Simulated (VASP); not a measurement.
Runs of VASP 6.6.1 on Cd2TeO3. The structure is that of space group P6/mmm (No. 191), or close to it. The cells are those of the table. The cell was generated, and may not be a known phase.

```csv
task,cell,k mesh,cutoff (eV),gap on the mesh (eV),pressure (GPa),relaxed volume (Å³/atom)
single point,"a = 5.754, b = 5.754, c = 3.193 Å, angles 90.0, 90.0, 120.0°, 6 atoms",6 × 6 × 12,520,none,0.9,-
relaxation of cell and atoms,"relaxed from a = 5.670, b = 5.670, c = 3.263 Å, angles 90.0, 90.0, 120.0°, 6 atoms",6 × 6 × 6,600,none,-0.1,(a)
single point,"a = 5.747, b = 5.747, c = 3.200 Å, angles 90.0, 90.0, 120.0°, 6 atoms",12 × 12 × 12,520,none,0.9,-
single point,"a = 5.670, b = 5.670, c = 3.263 Å, angles 90.0, 90.0, 120.0°, 6 atoms",6 × 6 × 4,520,none,1.0,-
single point,"a = 5.763, b = 5.763, c = 3.181 Å, angles 90.0, 90.0, 120.0°, 6 atoms",6 × 6 × 6,520,none,1.0,-
single point,"a = 4.330, b = 4.330, c = 6.452 Å, angles 90.0, 90.0, 120.0°, 6 atoms",6 × 6 × 4,520,none,13.9,-
relaxation of cell and atoms,"relaxed from a = 4.330, b = 4.330, c = 6.452 Å, angles 90.0, 90.0, 120.0°, 6 atoms",6 × 6 × 4,600,none,0.1,14.80
```

Alike in all rows: level PBE; potentials or basis VASP PAW PBE potentials, release 64 (Cd, Te, O); no spin polarisation; smearing gaussian 0.1 eV.

Problem. Fill in the values left out.

Solution. (a) 15.39.

Caveats: some runs use coarse meshes; spin-orbit coupling is left out, which moves the levels of the heavy elements; the stress differs along the axes, from -4 to 23 GPa (at least some runs); the volume moved by over 15 % at a fixed basis, so the end points are rough (at least some runs).

A k mesh can miss the band edges, and the runs leave out spin-orbit coupling on Cd, Te.

A gap of «none» marks levels without a gap at the run's occupations.
